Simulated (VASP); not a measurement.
Write the native input for VASP 6.6.1 that does the following.

```yaml
Task: single point
Functional: r2SCAN
Potentials_or_basis: VASP PAW PBE potentials, release 64 (Ni)
Cutoff: 520 eV
k_mesh: 16 × 16 × 16
Occupations: fermi-dirac, width 0.1 eV
Spin: no spin polarisation
Dipole_correction: no
Further_INCAR_settings: ALGO = Normal; EDIFF = 1e-07; NBANDS = 11
```

Crystal: Ni.

```
Ni
1.0
     0.00000    1.70834    1.70834
     1.70834    0.00000    1.70834
     1.70834    1.70834    0.00000
Ni
1
Direct
  0.00000 0.00000 0.00000
```

These files were run (other wordings do the same):

POSCAR

```
Ni
1.0
    0.0000000000      1.7083432753      1.7083432753
    1.7083432753      0.0000000000      1.7083432753
    1.7083432753      1.7083432753      0.0000000000
Ni
1
Direct
    0.0000000000      0.0000000000      0.0000000000
```

INCAR.step1

```
  ALGO = Normal
  EDIFF = 1E-4
  ENCUT = 520
  GGA = PE
  ISMEAR = -1
  LASPH = True
  LCHARG = False
  LREAL = False
  LWAVE = True
  NBANDS = 11
  NELM = 60
  PREC = Accurate
  SIGMA = 0.1
```

INCAR.step2

```
  ALGO = Normal
  EDIFF = 1E-7
  ENCUT = 520
  ISIF = 2
  ISMEAR = -1
  ISTART = 1
  LASPH = True
  LCHARG = False
  LMIXTAU = True
  LREAL = False
  LWAVE = False
  METAGGA = R2SCAN
  NBANDS = 11
  NELM = 60
  PREC = Accurate
  SIGMA = 0.1
```

KPOINTS

```
k-points
0
Gamma
  16 16 16
```

Potentials or basis: VASP PAW PBE potentials, release 64 (Ni).

Command:

```bash
$ cat potpaw_PBE.64/Ni/POTCAR > POTCAR
$ cp INCAR.step1 INCAR
$ mpirun -np 1 vasp_std > vasp.out
$ cp INCAR.step2 INCAR
$ mpirun -np 1 vasp_std > vasp.out
```

It gave:

```yaml
Pressure: 11.7 GPa
Band_gap_on_the_k_mesh: zero (bands 5 and 6 overlap by 1.20 eV)
```

Caveat: the cell stands under pressure; the PAW data sets were made with another functional, which shifts forces and pressure a little; the run has no spin polarisation, though such a crystal can be magnetic.

It took 58 s on 1 thread of AMD EPYC 7R13 Processor (Zen 3), on a shared host, peak memory 0.1 GiB.
